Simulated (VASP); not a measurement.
The system is LiH.

```xyz
2
Lattice="0.0000 2.0368 2.0368 2.0368 0.0000 2.0368 2.0368 2.0368 0.0000" Properties=species:S:1:pos:R:3 pbc="T T T"
Li    0.0000    0.0000    0.0000
H     2.0368    2.0368    2.0368
```

```yaml
Program: VASP 6.6.1
Task: relaxation of cell and atoms
Functional: PBEsol
Potentials_or_basis: VASP PAW PBE potentials, release 64 (Li_sv, H)
Cutoff: 600 eV
k_mesh: 11 × 11 × 11
Occupations: fermi-dirac, width 0.05 eV
Spin: no spin polarisation
```

At the start: pressure -2.4 GPa; volume 8.45 Å³/atom.

Task: How do energy, volume and symmetry change on relaxing?

Result: Over 3 steps the energy falls by 4.9 meV/atom and the volume is 7.83 Å³/atom (-7.3 %); space group Fm-3m (No. 225, to 0.05 Å).

Step by step:
```tsv
step	energy change (eV)	largest force (eV/Å)	pressure (GPa)	volume (Å³)
1	0.0000	0.0000	-2.45	16.90
2	-0.0042	0.0000	-1.88	16.58
3	-0.0097	0.0000	0.05	15.67
```

Final structure:
```
Li H
1.0
     0.00000    1.98599    1.98599
     1.98599    0.00000    1.98599
     1.98599    1.98599    0.00000
Li H
1 1
Direct
  0.00000 0.00000 0.00000
  0.50000 0.50000 0.50000
```

Caveat: the cutoff is under 1.25 times the usual one of these potentials, so pressure, stress and relaxed cells hold a basis-set (Pulay) error; the PAW data sets were made with another functional, which shifts forces and pressure a little.
